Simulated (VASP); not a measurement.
# LiF (Fm-3m) in VASP: notebook

The runs below take LiF through single point, with PBEsol+D3(BJ).

Everything below comes from runs of VASP 6.6.1. Logs are shortened: lines on timing, memory, paths and dates and some standing lists are left out, and cuts for length are marked.

## (1) The cell of the first run

The structure is cubic, space group Fm-3m (No. 225). Conventional cell: a = 3.953 Å, b = 3.953 Å, c = 3.953 Å, α = 90.00°, β = 90.00°, γ = 90.00°. Within 2.6 Å of Li (site symmetry m-3m) lie 6 F at 1.98 Å. F (site symmetry m-3m) has 6 Li at 1.98 Å within 2.6 Å.

## (2) Single point, PBEsol+D3(BJ)

INCAR reads:

```
SYSTEM = LiF
PREC = Accurate
ENCUT = 520
EDIFF = 1E-6
ISMEAR = 0
SIGMA = 0.05
LREAL = .FALSE.
LASPH = .TRUE.
NELM = 60
ALGO = Normal
ISIF = 2
LWAVE = .FALSE.
LCHARG = .FALSE.
GGA = PS
IVDW = 12
NBANDS = 12
```

KPOINTS reads:

```
regular mesh
0
G
  10 10 10
  0 0 0
```

POSCAR reads:

```
LiF
1.0
    0.0000000000      1.9767055311      1.9767055311
    1.9767055311      0.0000000000      1.9767055311
    1.9767055311      1.9767055311      0.0000000000
Li F
1 1
Direct
    0.0000000000      0.0000000000      0.0000000000
    0.5000000000      0.5000000000      0.5000000000
```

Potentials or basis: VASP PAW PBE potentials, release 64 (Li_sv, F).

Started as:

```bash
$ cat potpaw_PBE.64/Li_sv/POTCAR potpaw_PBE.64/F/POTCAR > POTCAR
$ mpirun -np 1 vasp_std > vasp.out
```

OUTCAR:

```text
SYSTEM = LiF
   PREC = Accurate
   ENCUT = 520
   EDIFF = 1E-6
   ISMEAR = 0
   LREAL = .FALSE.
   LASPH = .TRUE.
   NELM = 60
   ISIF = 2
   GGA = PS
   IVDW = 12
 IVDW          = 12

 ion  position               nearest neighbor table
   1  0.000  0.000  0.000-   2 1.98   2 1.98   2 1.98   2 1.98   2 1.98   2 1.98
   2  0.500  0.500  0.500-   1 1.98   1 1.98   1 1.98   1 1.98   1 1.98   1 1.98

  LATTYP: Found a face centered cubic cell.
 ALAT       =     3.9534110622

  Lattice vectors:

 A1 = (   0.0000000000,   1.9767055311,   1.9767055311)
 A2 = (   1.9767055311,   0.0000000000,   1.9767055311)
 A3 = (   1.9767055311,   1.9767055311,   0.0000000000)

Analysis of symmetry for initial positions (statically):
=====================================================================
 Subroutine PRICEL returns:
 Original cell was already a primitive cell.

 Routine SETGRP: Setting up the symmetry group for a
 face centered cubic supercell.

 Subroutine GETGRP returns: Found 48 space group operations
 (whereof 48 operations were pure point group operations)
 out of a pool of 48 trial point group operations.

The static configuration has the point symmetry O_h .

Analysis of symmetry for dynamics (positions and initial velocities):
=====================================================================
 Subroutine PRICEL returns:
 Original cell was already a primitive cell.

 Routine SETGRP: Setting up the symmetry group for a
 face centered cubic supercell.

 Subroutine GETGRP returns: Found 48 space group operations
 (whereof 48 operations were pure point group operations)
 out of a pool of 48 trial point group operations.

The dynamic configuration has the point symmetry O_h .

 Subroutine INISYM returns: Found 48 space group operations
 (whereof 48 operations are pure point group operations),
 and found     1 'primitive' translations

----------------------------------------------------------------------------------------

                                     Primitive cell

  volume of cell :      15.4474

  direct lattice vectors                    reciprocal lattice vectors
     0.000000000  1.976705531  1.976705531    -0.252946123  0.252946123  0.252946123
     1.976705531  0.000000000  1.976705531     0.252946123 -0.252946123  0.252946123
     1.976705531  1.976705531  0.000000000     0.252946123  0.252946123 -0.252946123

  length of vectors
     2.795483771  2.795483771  2.795483771     0.438115536  0.438115536  0.438115536

  position of ions in fractional coordinates (direct lattice)
     0.000000000  0.000000000  0.000000000
     0.500000000  0.500000000  0.500000000

  ion indices of the primitive-cell ions
   primitive index   ion index
                 1           1
                 2           2

----------------------------------------------------------------------------------------

 KPOINTS: regular mesh

Automatic generation of k-mesh.
 Grid dimensions read from file:
 generate k-points for:   10   10   10

 Generating k-lattice:

  Cartesian coordinates                     Fractional coordinates (reciprocal lattice)
    -0.025294612  0.025294612  0.025294612     0.100000000  0.000000000  0.000000000
     0.025294612 -0.025294612  0.025294612     0.000000000  0.100000000  0.000000000
     0.025294612  0.025294612 -0.025294612     0.000000000  0.000000000  0.100000000

  Length of vectors
     0.043811554  0.043811554  0.043811554

  Shift w.r.t. Gamma in fractional coordinates (k-lattice)
     0.000000000  0.000000000  0.000000000

 Subroutine IBZKPT returns following result:
 ===========================================

 Found     47 irreducible k-points:

 Following reciprocal coordinates:
            Coordinates               Weight
  0.000000  0.000000  0.000000      1.000000
  0.100000  0.000000  0.000000      8.000000
  0.200000  0.000000  0.000000      8.000000
  0.300000  0.000000  0.000000      8.000000
  0.400000  0.000000  0.000000      8.000000
  0.500000  0.000000  0.000000      4.000000
[... 16 lines left out ...]
  0.300000  0.300000  0.000000      6.000000
  0.400000  0.300000  0.000000     24.000000
 [... further k-points ...]
   k-points           NKPTS =     47   k-points in BZ     NKDIM =     47   number of bands    NBANDS=     12
   number of dos      NEDOS =    301   number of ions     NIONS =      2
   total plane-waves  NPLWV =  13824
   dimension x,y,z NGX =    24 NGY =   24 NGZ =   24
   dimension x,y,z NGXF=    48 NGYF=   48 NGZF=   48
   ions per type =               1   1
   NGX,Y,Z   is equivalent  to a cutoff of  14.27, 14.27, 14.27 a.u.
   NGXF,Y,Z  is equivalent  to a cutoff of  28.55, 28.55, 28.55 a.u.
 SYSTEM =  LiF
   PREC   = accura    normal or accurate (medium, high low for compatibility)
   ISTART =      0    job   : 0-new  1-cont  2-samecut
   ICHARG =      2    charge: 1-file 2-atom 10-const
   ISPIN  =      1    spin polarized calculation?
   LNONCOLLINEAR =      F non collinear calculations
   LSORBIT =      F    spin-orbit coupling
   LASPH  =      T    aspherical Exc in radial PAW
   ENCUT  =  520.0 eV  38.22 Ry    6.18 a.u.   5.20  5.20  5.20*2*pi/ulx,y,z
   NELM   =     60;   NELMIN=  2; NELMDL= -5     # of ELM steps
   EDIFF  = 0.1E-05   stopping-criterion for ELM
   LREAL  =      F    real-space projection
   EDIFFG = 0.1E-04   stopping-criterion for IOM
   NSW    =      0    number of steps for IOM
   IBRION =     -1    ionic relax: 0-MD 1-quasi-New 2-CG
   NFREE  =      0    steps in history (QN), initial steepest desc. (CG)
   ISIF   =      2    stress and relaxation
   ISYM   =      2    0-nonsym 1-usesym 2-fastsym
   POTIM  = 0.5000    time-step for ionic-motion
   TEBEG  =    0.0;   TEEND  =   0.0 temperature during run
   PSTRESS=    0.0 pullay stress
   NELECT =      10.0000    total number of electrons
   NUPDOWN=      -1.0000    fix difference up-down
   EMIN   =  10.00;   EMAX   =-10.00  energy-range for DOS
   EFERMI =   0.00;   METHOD = LEGACY
   ISMEAR =     0;   SIGMA  =   0.05  broadening in eV -4-tet -1-fermi 0-gaus
   EFERMI_NEDOS =   21; number of points for ismear=-14 and -15
   IALGO  =     38    algorithm
   IMIX   =      4    mixing-type and parameters
     AMIX     =   0.40;   BMIX     =  1.00
     AMIX_MAG =   1.60;   BMIX_MAG =  1.00
  volume/ion in A,a.u.               =       7.72        52.12
  Fermi-wavevector in a.u.,A,eV,Ry     =   1.416194  2.676219 27.287932  2.005606
  Thomas-Fermi vector in A             =   2.537554
   LORBIT       =      0    0 simple, 1 ext, 2 COOP (PROOUT), +10 PAW based schemes
   GGA     = PS    functional components
   LHFCALC =     F    Hartree Fock is set to
   AEXX    =    0.0000 exact exchange contribution
   IVDW    =    12    specifies the selected vdW correction
   LEPSILON=     F    determine dielectric tensor
   LRPA    =     F    only Hartree local field effects (RPA)
 non-spin polarized calculation
 Gauss-broadening in eV      SIGMA  =   0.05
  energy-cutoff  :      520.00
  volume of cell :       15.45
 maximum number of plane-waves:       444
 NGX is ok and might be reduce to    24
   NGX = 11   NGY = 11   NGZ = 11

 number of electron      10.0000002 magnetization

 Free energy of the ion-electron system (eV)
  ---------------------------------------------------
  ext. energy  EPLUGINS =         0.00000000
  ---------------------------------------------------
  free energy    TOTEN  =        -9.84462585 eV

  energy without entropy =       -9.84462585  energy(sigma->0) =       -9.84462585

 E-fermi :  -0.5386     XC(G=0): -10.4868

 val. band max:       -0.7580466624   @ k =   0.0000   0.0000   0.0000
 cond. band min:       8.6711859321   @ k =   0.0000   0.0000   0.0000
 fundamental gap:      9.4292325946
 Fermi energy:        -0.5386009578

 k-point     1 :       0.0000    0.0000    0.0000
  band No.  band energies     occupation
      1     -40.8536      2.00000
      2     -20.7814      2.00000
      3      -0.7580      2.00000
      4      -0.7580      2.00000
      5      -0.7580      2.00000
      6       8.6712      0.00000
      7      23.7896      0.00000
      8      23.7896      0.00000
      9      23.7896      0.00000
     10      23.9012      0.00000
     11      23.9013      0.00000
     12      23.9013      0.00000

 k-point     2 :       0.1000    0.0000    0.0000
  band No.  band energies     occupation
      1     -40.8459      2.00000
      2     -20.7389      2.00000
      3      -1.0689      2.00000
      4      -0.7835      2.00000
      5      -0.7835      2.00000
      6       8.9619      0.00000
      7      20.8418      0.00000
      8      22.4045      0.00000
      9      22.4046      0.00000
     10      25.0439      0.00000
     11      25.0439      0.00000
     12      25.1524      0.00000

 k-point     3 :       0.2000    0.0000    0.0000
  band No.  band energies     occupation
      1     -40.8255      2.00000
      2     -20.6235      2.00000
      3      -1.8153      2.00000
      4      -0.8488      2.00000
      5      -0.8488      2.00000
      6       9.5891      0.00000
      7      18.3265      0.00000
      8      20.8486      0.00000
      9      20.8487      0.00000
     10      26.1828      0.00000
     11      26.4283      0.00000
     12      26.4284      0.00000
[... 286 lines left out ...]
 k-point    23 :       0.3000    0.3000    0.0000
  band No.  band energies     occupation
      1     -40.7858      2.00000
      2     -20.3113      2.00000
      3      -2.8372      2.00000
      4      -1.4896      2.00000
      5      -1.4896      2.00000
      6      11.8739      0.00000
      7      17.2053      0.00000
      8      18.7247      0.00000
      9      20.1074      0.00000
     10      20.1075      0.00000
     11      34.6373      0.00000
     12      34.9613      0.00000

 k-point    24 :       0.4000    0.3000    0.0000
  band No.  band energies     occupation
      1     -40.7706      2.00000
      2     -20.1836      2.00000
      3      -3.3002      2.00000
      4      -1.7216      2.00000
      5      -1.5977      2.00000
      6      12.6827      0.00000
      7      16.1161      0.00000
      8      18.2458      0.00000
      9      19.8587      0.00000
     10      20.9135      0.00000
     11      34.3521      0.00000
     12      35.0081      0.00000

 [... further k-points ...]

------------------------ aborting loop because EDIFF is reached ----------------------------------------

 Edisp (eV)   -0.30581

 E8    (eV) :    -0.1809

  FORCE on cell =-STRESS in cart. coord.  units (eV):
  Direction    XX          YY          ZZ          XY          YZ          ZX
  --------------------------------------------------------------------------------------
  -------------------------------------------------------------------------------------
  Total      -0.01701    -0.01701    -0.01701     0.00000    -0.00000     0.00000
  in kB      -1.76458    -1.76458    -1.76458     0.00000    -0.00000     0.00000
  external pressure =       -1.76 kB  Pullay stress =        0.00 kB

 VOLUME and BASIS-vectors are now :
 -----------------------------------------------------------------------------
  energy-cutoff  :      520.00
  volume of cell :       15.45
      direct lattice vectors                 reciprocal lattice vectors
     0.000000000  1.976705531  1.976705531    -0.252946123  0.252946123  0.252946123
     1.976705531  0.000000000  1.976705531     0.252946123 -0.252946123  0.252946123
     1.976705531  1.976705531  0.000000000     0.252946123  0.252946123 -0.252946123

 POSITION                                       TOTAL-FORCE (eV/Angst)
 -----------------------------------------------------------------------------------
      0.00000      0.00000      0.00000         0.000000      0.000000      0.000000
      1.97671      1.97671      1.97671         0.000000      0.000000      0.000000
 -----------------------------------------------------------------------------------
    total drift:                               -0.000000     -0.000000      0.000000

  FREE ENERGIE OF THE ION-ELECTRON SYSTEM (eV)
  ---------------------------------------------------
  free  energy   TOTEN  =       -10.1504345093 eV

  energy  without entropy=      -10.1504345093  energy(sigma->0) =      -10.15043451
```

It took 6.7 s on 1 thread of Intel Xeon Platinum 8488C (Sapphire Rapids), shared host; peak memory 0.14 GiB.

Results:

```
Free energy                : -10.1504 eV
Band gap on the k mesh     : 9.43 eV, direct
Dispersion energy per atom : -0.153 eV
```

Caveat: the cutoff is under 1.25 times the usual one of these potentials, so pressure, stress and relaxed cells hold a basis-set (Pulay) error; the PAW data sets were made with another functional, which shifts forces and pressure a little. A k mesh can miss the band edges.

## (3) Single point, PBEsol+D3(BJ) (volume scaled by 1.02)

INCAR reads:

```
PREC = Accurate
ENCUT = 520
EDIFF = 1E-6
ISMEAR = 0
SIGMA = 0.05
LREAL = F
LASPH = T
NELM = 60
ALGO = Normal
ISIF = 2
LWAVE = F
LCHARG = F
GGA = PS
IVDW = 12
NBANDS = 12
```

KPOINTS reads:

```
Automatic mesh
0
Gamma
  10 10 10
```

POSCAR reads:

```
LiF
1.0
    0.0000000000      1.9897966777      1.9897966777
    1.9897966777      0.0000000000      1.9897966777
    1.9897966777      1.9897966777      0.0000000000
Li F
1 1
Direct
    0.0000000000      0.0000000000      0.0000000000
    0.5000000000      0.5000000000      0.5000000000
```

Potentials or basis: VASP PAW PBE potentials, release 64 (Li_sv, F).

Started as:

```bash
$ cat potpaw_PBE.64/Li_sv/POTCAR potpaw_PBE.64/F/POTCAR > POTCAR
$ mpirun -np 1 vasp_std > vasp.out
```

Wall time 5.6 s (1 thread of Intel Xeon Platinum 8488C (Sapphire Rapids), shared host); peak memory 0.14 GiB.

The run converged. Its results:

```yaml
Free_energy: -10.1497 eV
Band_gap_on_the_k_mesh: 9.25 eV, direct
Dispersion_energy_per_atom: -0.150 eV
```

Levels at points of the mesh, in eV from the valence-band top:
```csv
k point,band 3,band 4,band 5,band 6,band 7,band 8
"(0.00, 0.00, 0.00)",0.00,0.00,0.00,9.25,24.29,24.29
"(0.50, 0.00, 0.00)",-2.67,-0.24,-0.24,10.76,16.98,19.02
"(0.50, 0.50, 0.00)",-3.22,-1.07,-1.07,14.97,16.36,17.77
```

Caveat: the cutoff is under 1.25 times the usual one of these potentials, so pressure, stress and relaxed cells hold a basis-set (Pulay) error; the PAW data sets were made with another functional, which shifts forces and pressure a little. A k mesh can miss the band edges.

## (4) Single point, PBEsol+D3(BJ) (volume scaled by 1.04)

INCAR reads:

```
SYSTEM = LiF
  ALGO = Normal
  EDIFF = 1E-7
  ENCUT = 520
  GGA = PS
  ISIF = 2
  ISMEAR = 0
  IVDW = 12
  LASPH = .True.
  LCHARG = .False.
  LREAL = .False.
  LWAVE = .False.
  NBANDS = 12
  NELM = 80
  PREC = Accurate
  SIGMA = 0.05
```

KPOINTS reads:

```
k-points
0
Gamma
  10 10 10
  0 0 0
```

POSCAR reads:

```
LiF
1.0
    0.0000000000      2.0027177974      2.0027177974
    2.0027177974      0.0000000000      2.0027177974
    2.0027177974      2.0027177974      0.0000000000
Li F
1 1
Direct
    0.0000000000      0.0000000000      0.0000000000
    0.5000000000      0.5000000000      0.5000000000
```

Started as:

```bash
$ cat potpaw_PBE.64/Li_sv/POTCAR potpaw_PBE.64/F/POTCAR > POTCAR
$ mpirun -np 1 vasp_std > vasp.out
```

Run time: 6.4 s. Hardware: 1 thread of Intel Xeon Platinum 8488C (Sapphire Rapids), shared host; peak memory 0.14 GiB.

Results (log left out):

| Item | Value |
| --- | --- |
| Free energy | -10.1461 eV |
| Band gap on the k mesh | 9.07 eV, direct |
| Dispersion energy per atom | -0.147 eV |

Levels at points of the mesh, in eV from the valence-band top:
```tsv
k point	band 3	band 4	band 5	band 6	band 7	band 8
(0.00, 0.00, 0.00)	0.00	0.00	0.00	9.07	24.04	24.04
(0.50, 0.00, 0.00)	-2.61	-0.24	-0.24	10.66	16.75	18.87
(0.50, 0.50, 0.00)	-3.14	-1.04	-1.04	14.79	16.27	17.53
```

Caveat: the cutoff is under 1.25 times the usual one of these potentials, so pressure, stress and relaxed cells hold a basis-set (Pulay) error; the PAW data sets were made with another functional, which shifts forces and pressure a little. A k mesh can miss the band edges.

## (5) Overview

| cell | gap on the mesh (eV) |
| --- | --- |
| a = 2.795 Å, angles 60.0°, 2 atoms | 9.43 |
| a = 2.814 Å, angles 60.0°, 2 atoms | 9.25 |
| a = 2.832 Å, angles 60.0°, 2 atoms | 9.07 |

Alike in all rows: task single point; level PBEsol+D3(BJ); potentials or basis VASP PAW PBE potentials, release 64 (Li_sv, F); no spin polarisation; k mesh 10 × 10 × 10; cutoff (eV) 520; smearing gaussian 0.05 eV.

Caveats: the cutoff is under 1.25 times the usual one of these potentials, so pressure, stress and relaxed cells hold a basis-set (Pulay) error; the PAW data sets were made with another functional, which shifts forces and pressure a little.

Absolute energies hang on the potentials; compare differences alone.
